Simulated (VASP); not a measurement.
# FeBiO4 (F-43m) in VASP: notebook

The runs below take FeBiO4 through single point, relaxation of cell and atoms, with PBE.

Everything below comes from runs of VASP 6.6.1. Logs are shortened: lines on timing, memory, paths and dates and some standing lists are left out, and cuts for length are marked.

## 1. The cell of the first run

The structure is cubic, space group F-43m (No. 216). Conventional cell: a = 6.496 Å, b = 6.496 Å, c = 6.496 Å, α = 90.00°, β = 90.00°, γ = 90.00°. Within 3.6 Å of Fe (site symmetry -43m) lie 12 O at 2.69 Å and 4 Bi at 2.81 Å. Bi (site symmetry -43m) has 12 O at 2.69 Å and 4 Fe at 2.81 Å within 3.6 Å. O (site symmetry 3m) has 6 O at 2.30 Å and 3 Bi at 2.69 Å and 3 Fe at 2.69 Å within 3.0 Å.

The cell was built from a structure type or drawn by symmetry, and may not be a known phase.

## 2. Single point, PBE, collinear spin, ferromagnetic start

The input, INCAR:

```
PREC = Accurate
ENCUT = 520
EDIFF = 1E-6
ISMEAR = 0
SIGMA = 0.1
LREAL = False
LASPH = True
NELM = 150
ALGO = Normal
ISIF = 2
LWAVE = False
LCHARG = False
ISPIN = 2
MAGMOM = 4 0 0 0 0 0
LORBIT = 11
LMAXMIX = 4
GGA = PE
NBANDS = 36
```

The input, KPOINTS:

```
Automatic mesh
0
Gamma
  4 4 4
```

The input, POSCAR:

```
FeBiO4
1.0
    0.0000000000      3.2477713496      3.2477713496
    3.2477713496      0.0000000000      3.2477713496
    3.2477713496      3.2477713496      0.0000000000
Fe Bi O
1 1 4
Direct
    0.7500000000      0.7500000000      0.7500000000
    0.0000000000      0.0000000000      0.0000000000
    0.8751534851      0.3749488383      0.3749488383
    0.3749488383      0.3749488383      0.3749488383
    0.3749488383      0.8751534851      0.3749488383
    0.3749488383      0.3749488383      0.8751534851
```

Potentials or basis: VASP PAW PBE potentials, release 64 (Fe, Bi_d, O).

On the command line:

```sh
> cat potpaw_PBE.64/Fe/POTCAR potpaw_PBE.64/Bi_d/POTCAR potpaw_PBE.64/O/POTCAR > POTCAR
> mpirun -np 1 vasp_std > vasp.out
```

OUTCAR:

```text
PREC = Accurate
   ENCUT = 520
   EDIFF = 1E-6
   ISMEAR = 0
   LREAL = False
   LASPH = True
   NELM = 150
   ISIF = 2
   ISPIN = 2
   LORBIT = 11
   GGA = PE

 ion  position               nearest neighbor table
   1  0.750  0.750  0.750-   2 2.81   2 2.81   2 2.81   2 2.81
   2  0.000  0.000  0.000-   3 2.69   5 2.69   6 2.69   3 2.69   4 2.69   5 2.69   3 2.69   4 2.69
                             6 2.69   4 2.69   5 2.69   6 2.69   1 2.81   1 2.81   1 2.81   1 2.81
   3  0.875  0.375  0.375-   2 2.69   2 2.69   2 2.69
   4  0.375  0.375  0.375-   2 2.69   2 2.69   2 2.69
   5  0.375  0.875  0.375-   2 2.69   2 2.69   2 2.69
   6  0.375  0.375  0.875-   2 2.69   2 2.69   2 2.69

  LATTYP: Found a face centered cubic cell.
 ALAT       =     6.4955426992

  Lattice vectors:

 A1 = (   0.0000000000,   3.2477713496,   3.2477713496)
 A2 = (   3.2477713496,   0.0000000000,   3.2477713496)
 A3 = (   3.2477713496,   3.2477713496,   0.0000000000)

Analysis of symmetry for initial positions (statically):
=====================================================================
 Subroutine PRICEL returns:
 Original cell was already a primitive cell.

 Routine SETGRP: Setting up the symmetry group for a
 face centered cubic supercell.

 Subroutine GETGRP returns: Found 24 space group operations
 (whereof 24 operations were pure point group operations)
 out of a pool of 48 trial point group operations.

The static configuration has the point symmetry T_d .

Analysis of symmetry for dynamics (positions and initial velocities):
=====================================================================
 Subroutine PRICEL returns:
 Original cell was already a primitive cell.

 Routine SETGRP: Setting up the symmetry group for a
 face centered cubic supercell.

 Subroutine GETGRP returns: Found 24 space group operations
 (whereof 24 operations were pure point group operations)
 out of a pool of 48 trial point group operations.

The dynamic configuration has the point symmetry T_d .

Analysis of structural, dynamic, and magnetic symmetry:
=====================================================================
 Subroutine PRICEL returns:
 Original cell was already a primitive cell.

 Routine SETGRP: Setting up the symmetry group for a
 face centered cubic supercell.

 Subroutine GETGRP returns: Found 24 space group operations
 (whereof 24 operations were pure point group operations)
 out of a pool of 48 trial point group operations.

The overall configuration has the point symmetry T_d .

 Subroutine INISYM returns: Found 24 space group operations
 (whereof 24 operations are pure point group operations),
 and found     1 'primitive' translations

----------------------------------------------------------------------------------------

                                     Primitive cell

  volume of cell :      68.5151

  direct lattice vectors                    reciprocal lattice vectors
     0.000000000  3.247771350  3.247771350    -0.153951724  0.153951724  0.153951724
     3.247771350  0.000000000  3.247771350     0.153951724 -0.153951724  0.153951724
     3.247771350  3.247771350  0.000000000     0.153951724  0.153951724 -0.153951724

  length of vectors
     4.593042290  4.593042290  4.593042290     0.266652209  0.266652209  0.266652209

  position of ions in fractional coordinates (direct lattice)
     0.750000000  0.750000000  0.750000000
     0.000000000  0.000000000  0.000000000
     0.875153485  0.374948838  0.374948838
     0.374948838  0.374948838  0.374948838
     0.374948838  0.875153485  0.374948838
     0.374948838  0.374948838  0.875153485

  ion indices of the primitive-cell ions
   primitive index   ion index
                 1           1
                 2           2
                 3           3
                 4           4
                 5           5
                 6           6

----------------------------------------------------------------------------------------

 KPOINTS: Automatic mesh

Automatic generation of k-mesh.
 Grid dimensions read from file:
[... 39 lines left out ...]
  energy-cutoff  :      520.00
  volume of cell :       68.52
 maximum number of plane-waves:      1859
 NGX is ok and might be reduce to    36
   NGX = 17   NGY = 17   NGZ = 17

 number of electron      46.9999988 magnetization       2.5214336

 Free energy of the ion-electron system (eV)
  ---------------------------------------------------
  ext. energy  EPLUGINS =         0.00000000
  ---------------------------------------------------
  free energy    TOTEN  =       -26.71141172 eV

  energy without entropy =      -26.66970360  energy(sigma->0) =      -26.69055766

 E-fermi :   6.0999     XC(G=0): -11.8466

 val. band max:        6.0900617929   @ k =   0.5000   0.0000   0.0000
 cond. band min:       6.1000445853   @ k =   0.2500   0.0000   0.0000
 fundamental gap:      0.0099827924
 Fermi energy:         6.0998503699

 spin component 1

 k-point     1 :       0.0000    0.0000    0.0000
  band No.  band energies     occupation
      1     -17.0788      1.00000
      2     -17.0788      1.00000
      3     -17.0788      1.00000
      4     -17.0367      1.00000
      5     -17.0367      1.00000
      6     -13.4363      1.00000
[... 293 lines left out ...]
     34      17.0804      0.00000
     35      20.7403      0.00000
 Fermi energy:         6.0998503699

 spin component 2

 k-point     1 :       0.0000    0.0000    0.0000
  band No.  band energies     occupation
      1     -17.1042      1.00000
      2     -17.1042      1.00000
      3     -17.1042      1.00000
      4     -17.0530      1.00000
      5     -17.0530      1.00000
      6     -13.6398      1.00000
[... 293 lines left out ...]
     34      17.6100      0.00000
     35      20.8658      0.00000
 [bands above 35 left out]

------------------------ aborting loop because EDIFF is reached ----------------------------------------

  FORCE on cell =-STRESS in cart. coord.  units (eV):
  Direction    XX          YY          ZZ          XY          YZ          ZX
  --------------------------------------------------------------------------------------
  -------------------------------------------------------------------------------------
  Total       -0.0825482     -0.0825482     -0.0825482      0.0000000      0.0000000     -0.0000000
  in kB       -1.9303316     -1.9303316     -1.9303316      0.0000000      0.0000000     -0.0000000
  external PRESSURE =      -1.9303316 kB  Pullay stress =       0.0000000 kB

 VOLUME and BASIS-vectors are now :
 -----------------------------------------------------------------------------
  energy-cutoff  :      520.00
  volume of cell :       68.52
      direct lattice vectors                 reciprocal lattice vectors
     0.000000000  3.247771350  3.247771350    -0.153951724  0.153951724  0.153951724
     3.247771350  0.000000000  3.247771350     0.153951724 -0.153951724  0.153951724
     3.247771350  3.247771350  0.000000000     0.153951724  0.153951724 -0.153951724

 POSITION                                       TOTAL-FORCE (eV/Angst)
 -----------------------------------------------------------------------------------
      4.87166      4.87166      4.87166        -0.000000     -0.000000     -0.000000
      0.00000      0.00000      0.00000        -0.000000     -0.000000     -0.000000
      2.43550      4.06005      4.06005         0.002070     -0.002070     -0.002070
      2.43550      2.43550      2.43550         0.002070      0.002070      0.002070
      4.06005      2.43550      4.06005        -0.002070      0.002070     -0.002070
      4.06005      4.06005      2.43550        -0.002070     -0.002070      0.002070
 -----------------------------------------------------------------------------------
    total drift:                               -0.000000     -0.000000     -0.000000

  FREE ENERGIE OF THE ION-ELECTRON SYSTEM (eV)
  ---------------------------------------------------
  free  energy   TOTEN  =       -26.7114117164 eV

  energy  without entropy=      -26.6697036018  energy(sigma->0) =      -26.69055766

 total charge

# of ion       s       p       d       tot
------------------------------------------
    1        0.222   0.193   6.171   6.586
    2        1.617   0.900   9.995  12.512
    3        1.631   3.118   0.000   4.749
    4        1.631   3.118   0.000   4.749
    5        1.631   3.118   0.000   4.749
    6        1.631   3.118   0.000   4.749
--------------------------------------------------
tot          8.363  13.566  16.166  38.095

 magnetization (x)

# of ion       s       p       d       tot
------------------------------------------
    1        0.007   0.002   3.091   3.099
    2        0.015  -0.110  -0.004  -0.099
    3       -0.001  -0.105   0.000  -0.107
    4       -0.001  -0.105   0.000  -0.107
    5       -0.001  -0.105   0.000  -0.107
    6       -0.001  -0.105   0.000  -0.107
--------------------------------------------------
tot          0.016  -0.530   3.087   2.574
```

Wall time 5.5 min (1 thread of Intel Xeon 8259CL, shared host); peak memory 0.26 GiB.

Results:

```
Free energy                                           : -26.7114 eV
Pressure                                              : -0.2 GPa
Largest force                                         : 0.004 eV/Å
Net moment                                            : 2.52 μB per cell
Site moments                                          : Fe +3.10; Bi -0.10; O -0.11 μB
Valence electrons inside the program's atomic spheres : Fe 6.59; Bi 12.51; O 4.75
```

Forces in eV/Å, atoms in the order of the input:
```
Fe   0.000  0.000  0.000
Bi   0.000  0.000  0.000
O    0.002 -0.002 -0.002
O    0.002  0.002  0.002
O   -0.002  0.002 -0.002
O   -0.002 -0.002  0.002
```

Levels at points of the mesh, in eV from the Fermi level:
Spin up:
| k point | band 22 | band 23 | band 24 | band 25 | band 26 | band 27 | band 28 | band 29 |
| --- | --- | --- | --- | --- | --- | --- | --- | --- |
| (0.00, 0.00, 0.00) | -0.16 | -0.16 | -0.16 | 1.22 | 1.22 | 1.22 | 1.96 | 1.96 |
| (0.50, 0.00, 0.00) | -1.39 | -1.39 | -1.18 | -0.13 | 0.50 | 1.17 | 1.17 | 3.70 |
| (0.50, 0.50, 0.00) | -1.57 | -1.57 | -1.31 | -1.20 | 0.99 | 0.99 | 1.82 | 3.64 |
Spin down:
| k point | band 18 | band 19 | band 20 | band 21 | band 22 | band 23 | band 24 | band 25 | band 26 | band 27 |
| --- | --- | --- | --- | --- | --- | --- | --- | --- | --- | --- |
| (0.00, 0.00, 0.00) | -0.58 | -0.58 | -0.05 | -0.05 | -0.05 | 0.54 | 0.54 | 0.54 | 1.26 | 1.26 |
| (0.50, 0.00, 0.00) | -2.27 | -2.14 | -0.01 | 0.08 | 0.08 | 0.39 | 0.39 | 0.40 | 0.62 | 1.07 |
| (0.50, 0.50, 0.00) | -2.10 | -1.90 | -1.43 | -0.35 | -0.35 | 0.35 | 0.37 | 0.40 | 0.40 | 1.28 |

Caveat: the k points lie up to 0.42 Å⁻¹ apart; spin-orbit coupling is left out, which moves the levels of the heavy elements; a cell with one magnetic atom can't hold antiferromagnetic order, which such compounds often take; semilocal functionals often make such compounds metallic where correlation or magnetic order opens a gap, which also shifts bond lengths.

## 3. Single point, PBE, collinear spin, ferromagnetic start

This run uses another cell than the first one, of 12.60 Å³/atom.

The input, INCAR:

```
SYSTEM = FeBiO4
ALGO     = Normal         ! electronic algorithm
EDIFF    = 1E-7           ! SCF threshold, eV
ENCUT    = 520            ! plane-wave cutoff, eV
GGA      = PE             ! functional
ISIF     = 2              ! what is computed and relaxed
ISMEAR   = 0              ! smearing method
ISPIN    = 2              ! spin polarisation
LASPH    = .TRUE.         ! aspherical terms in the spheres
LCHARG   = .TRUE.         ! write CHGCAR
LELF     = .TRUE.         ! ELF
LMAXMIX  = 4              ! l up to which the mixer works
LORBIT   = 11             ! projections on sites
LREAL    = .FALSE.        ! projectors in reciprocal space
LVHAR    = .TRUE.       
LWAVE    = .FALSE.        ! write WAVECAR
MAGMOM   = 4 0 0 0 0 0    ! initial moments
NBANDS   = 36             ! bands
NELM     = 150            ! most SCF steps
PREC     = Accurate       ! precision mode
SIGMA    = 0.1            ! smearing width, eV
```

The input, KPOINTS:

```
k-points
0
G
  4 4 4
  0 0 0
```

The input, POSCAR:

```
FeBiO4
1.0
    0.0000000000      3.3559588900      3.3559588900
    3.3559588900      0.0000000000      3.3559588900
    3.3559588900      3.3559588900      0.0000000000
Fe Bi O
1 1 4
Direct
    0.7500000000      0.7500000000      0.7500000000
    0.0000000000      0.0000000000      0.0000000000
    0.8769740200      0.3743419900      0.3743419900
    0.3743419900      0.3743419900      0.3743419900
    0.3743419900      0.8769740200      0.3743419900
    0.3743419900      0.3743419900      0.8769740200
```

Potentials or basis: VASP PAW PBE potentials, release 64 (Fe, Bi_d, O).

On the command line:

```sh
> cat potpaw_PBE.64/Fe/POTCAR potpaw_PBE.64/Bi_d/POTCAR potpaw_PBE.64/O/POTCAR > POTCAR
> mpirun -np 1 vasp_std > vasp.out
```

Wall time 4.4 min (1 thread of Intel Xeon 8259CL, shared host); peak memory 0.26 GiB.

It converged, with:

```
Free energy                                           : -26.4114 eV
Pressure                                              : -10.4 GPa
Largest force                                         : 0.025 eV/Å
Net moment                                            : 3.35 μB per cell
Site moments                                          : Fe +3.15; Bi -0.12; O +0.07 μB
Valence electrons inside the program's atomic spheres : Fe 6.51; Bi 12.45; O 4.71
```

Forces in eV/Å, atoms in the order of the input:
```
Fe   0.000  0.000  0.000
Bi   0.000  0.000  0.000
O    0.015 -0.015 -0.015
O    0.015  0.015  0.015
O   -0.015  0.015 -0.015
O   -0.015 -0.015  0.015
```

Levels at points of the mesh, in eV from the Fermi level:
Spin up:
```
           k point  band 22  band 23  band 24  band 25  band 26  band 27  band 28  band 29
(0.00, 0.00, 0.00)    -0.30    -0.30    -0.30     0.54     0.54     0.54     1.69     1.69
(0.50, 0.00, 0.00)    -1.56    -1.46    -1.46    -0.27     0.24     0.52     0.52     3.17
(0.50, 0.50, 0.00)    -1.63    -1.63    -1.53    -1.32     0.39     0.39     1.41     3.08
```
Spin down:
```csv
k point,band 20,band 21,band 22,band 23,band 24,band 25
"(0.00, 0.00, 0.00)",-0.08,-0.08,-0.08,0.66,0.66,0.66
"(0.50, 0.00, 0.00)",-0.05,0.11,0.11,0.31,0.39,0.46
"(0.50, 0.50, 0.00)",-1.41,-0.30,-0.30,0.28,0.38,0.47
```

Caveat: the k points lie up to 0.41 Å⁻¹ apart; spin-orbit coupling is left out, which moves the levels of the heavy elements; a cell with one magnetic atom can't hold antiferromagnetic order, which such compounds often take; semilocal functionals often make such compounds metallic where correlation or magnetic order opens a gap, which also shifts bond lengths. With open d or f shells a metallic result of PBE can be an artefact of self-interaction; +U or a hybrid may open a gap.

## 4. Relaxation of cell and atoms, PBE, collinear spin, ferromagnetic start

This run uses another cell than the first one, of 12.60 Å³/atom.

The input, INCAR:

```
SYSTEM = FeBiO4
  PREC = Accurate
  ENCUT = 600
  EDIFF = 1E-6
  ISMEAR = 0
  SIGMA = 0.1
  LREAL = .False.
  LASPH = .True.
  NELM = 150
  ALGO = Normal
  ISIF = 3
  LWAVE = .False.
  LCHARG = .False.
  ISPIN = 2
  MAGMOM = 4 0 0 0 0 0
  LORBIT = 11
  LMAXMIX = 4
  GGA = PE
  IBRION = 2
  NSW = 90
  EDIFFG = -0.04
```

The input, KPOINTS:

```
regular mesh
0
Gamma
  4 4 4
  0 0 0
```

POSCAR is that of step 3.

On the command line:

```sh
> cat potpaw_PBE.64/Fe/POTCAR potpaw_PBE.64/Bi_d/POTCAR potpaw_PBE.64/O/POTCAR > POTCAR
> mpirun -np 1 vasp_std > vasp.out
```

Wall time 15 min (1 thread of Intel Xeon 8259CL, shared host); peak memory 0.32 GiB.

The run converged. Its results:

```
Free energy                                           : -26.9673 eV
Relaxed volume                                        : 11.78 Å³/atom
Relaxed cell                                          : a = 4.641 Å, b = 4.641 Å, c = 4.641 Å, α = 60.00°, β = 60.00°, γ = 60.00°
Space group after relaxing (to 0.1 Å)                 : F-43m (No. 216)
Energy gained by relaxing                             : 92.2 meV/atom
Ionic steps                                           : 8
Pressure after relaxing                               : 0.0 GPa
Band gap on the k mesh                                : zero (filled and empty bands overlap)
Net moment                                            : 7.00 μB per cell
Site moments                                          : Fe +3.06; Bi -0.19; O +0.93 μB
Valence electrons inside the program's atomic spheres : Fe 6.57; Bi 12.50; O 4.74
```

Step by step:
```
step  energy change (eV)  largest force (eV/Å)  pressure (GPa)  volume (Å³)
   1              0.0000                0.0251          -10.42        75.59
   2             -0.4689                0.2953            6.73        66.98
   3             -0.5057                0.2630            4.93        67.99
   4             -0.5455                0.2129            1.00        70.20
   5             -0.5471                0.2028            0.06        70.73
   6             -0.5471                0.2010           -0.04        70.82
   7             -0.5522                0.0853           -0.07        70.73
   8             -0.5533                0.0012           -0.01        70.67
```

Final structure:
```
CELL_PARAMETERS angstrom
0.00000 3.28145 3.28145
3.28145 0.00000 3.28145
3.28145 3.28145 0.00000
ATOMIC_POSITIONS crystal
Fe 0.75000 0.75000 0.75000
Bi 0.00000 0.00000 0.00000
O 0.87279 0.37574 0.37574
O 0.37574 0.37574 0.37574
O 0.37574 0.87279 0.37574
O 0.37574 0.37574 0.87279
```

Levels at points of the mesh, in eV from the Fermi level:
Spin up:
```csv
k point,band 25,band 26,band 27,band 28,band 29,band 30
"(0.00, 0.00, 0.00)",-0.16,-0.16,-0.16,1.80,1.80,1.80
"(0.50, 0.00, 0.00)",-0.85,-0.19,-0.19,0.13,3.31,3.31
"(0.50, 0.50, 0.00)",-1.62,-0.31,-0.31,1.37,3.21,3.21
```
Spin down:
| k point | band 17 | band 18 | band 19 | band 20 | band 21 | band 22 | band 23 | band 24 |
| --- | --- | --- | --- | --- | --- | --- | --- | --- |
| (0.00, 0.00, 0.00) | -0.41 | -0.41 | -0.41 | 0.68 | 0.68 | 0.68 | 1.23 | 1.23 |
| (0.50, 0.00, 0.00) | -1.56 | -1.56 | -0.36 | 0.35 | 0.35 | 0.45 | 0.72 | 0.82 |
| (0.50, 0.50, 0.00) | -1.25 | -1.25 | -1.25 | -0.61 | -0.10 | -0.10 | 0.33 | 0.35 |

Caveat: the k points lie up to 0.41 Å⁻¹ apart in the final cell, too coarse for converged energies and pressures of a metal; spin-orbit coupling is left out, which moves the levels of the heavy elements; a cell with one magnetic atom can't hold antiferromagnetic order, which such compounds often take; semilocal functionals often make such compounds metallic where correlation or magnetic order opens a gap, which also shifts bond lengths.

## 5. Summary

```csv
task,cell,cutoff (eV),gap on the mesh (eV),pressure (GPa),moment (μB)
single point,"a = 4.593 Å, angles 60.0°, 6 atoms",520,none,-0.2,2.52
single point,"a = 4.746 Å, angles 60.0°, 6 atoms",520,none,-10.4,3.35
relaxation of cell and atoms,"relaxed from a = 4.746 Å, angles 60.0°, 6 atoms",600,none,0.0,7.00
```

Alike in all rows: level PBE; potentials or basis VASP PAW PBE potentials, release 64 (Fe, Bi_d, O); spin collinear, ferromagnetic start; k mesh 4 × 4 × 4; smearing gaussian 0.1 eV.

Caveats: all runs use coarse meshes; spin-orbit coupling is left out, which moves the levels of the heavy elements; a cell with one magnetic atom can't hold antiferromagnetic order, which such compounds often take; semilocal functionals often make such compounds metallic where correlation or magnetic order opens a gap, which also shifts bond lengths.

Total energies depend on the potentials used, so only differences within one code and one set of settings carry meaning.
